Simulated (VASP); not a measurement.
The system is W.

```
W
1.0
    -1.60075    1.60075    1.60075
     1.60075   -1.60075    1.60075
     1.60075    1.60075   -1.60075
W
1
Direct
  0.00000 0.00000 0.00000
```

```yaml
Program: VASP 6.6.1
Task: relaxation of cell and atoms
Functional: PBE
Potentials_or_basis: VASP PAW PBE potentials, release 64 (W_sv)
Cutoff: 600 eV
k_mesh: 18 × 18 × 18
Occupations: gaussian, width 0.1 eV
Spin: no spin polarisation
```

At the start: pressure -4.5 GPa; volume 16.41 Å³/atom.

Question: Where does the relaxation end?

Answer: Over 8 steps the energy falls by 3.5 meV/atom and the volume is 16.16 Å³/atom (-1.5 %); space group Im-3m (No. 229, to 0.05 Å).

The path:
```
step  energy change (eV)  largest force (eV/Å)  pressure (GPa)  volume (Å³)
   1              0.0000                0.0000           -4.51        16.41
   2              0.0410                0.0000           18.08        15.33
   3             -0.0035                0.0000           -0.09        16.17
   4             -0.0035                0.0000           -0.03        16.16
   5             -0.0035                0.0000            0.06        16.16
   6             -0.0035                0.0000           -0.06        16.17
   7             -0.0035                0.0000           -0.06        16.16
   8             -0.0035                0.0000            0.02        16.16
```

Final structure:
```cif
data_structure
_symmetry_space_group_name_H-M 'P 1'
_symmetry_Int_Tables_number 1
_cell_length_a 2.7586
_cell_length_b 2.7586
_cell_length_c 2.7586
_cell_angle_alpha 109.471
_cell_angle_beta 109.471
_cell_angle_gamma 109.471
_cell_volume 16.16
loop_
_atom_site_label
_atom_site_type_symbol
_atom_site_fract_x
_atom_site_fract_y
_atom_site_fract_z
_atom_site_occupancy
W1 W 0.00000 0.00000 0.00000 1
```
